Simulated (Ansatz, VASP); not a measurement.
Si: VASP beside Ansatz

```
CELL_PARAMETERS angstrom
0.00000 2.99612 2.49757
2.99612 0.00000 2.49757
2.99612 2.99612 0.00000
ATOMIC_POSITIONS crystal
Si 0.50000 0.50000 0.50000
Si 0.75000 0.75000 0.75000
```

Alike in both runs: task single point; functional PBE; k mesh 10 × 10 × 10; occupations gaussian, width 0.05 eV; no spin polarisation.

```csv
,VASP,Ansatz
version,VASP 6.6.1,Ansatz 0.2.0
potentials or method,"VASP PAW PBE potentials, release 64 (Si), cutoff 520 eV","scalar-relativistic, plane waves, PAW"
valence electrons in the cell,8,8
```

Ansatz gave:

- gap on the k mesh at the Fermi level (eV): none
- pressure (GPa): -7.4
- traceless stress, the component that is largest in VASP (GPa): 7.78

**Question.** Estimate VASP's values.

**Answer.** gap on the k mesh at the Fermi level (eV): none; pressure (GPa): -7.4; traceless stress, the component that is largest in VASP (GPa): 7.80.

A gap of «none» marks a metal or a gap that the smearing closes. With one functional, cell and mesh, what is left measures potentials, basis and numerics.
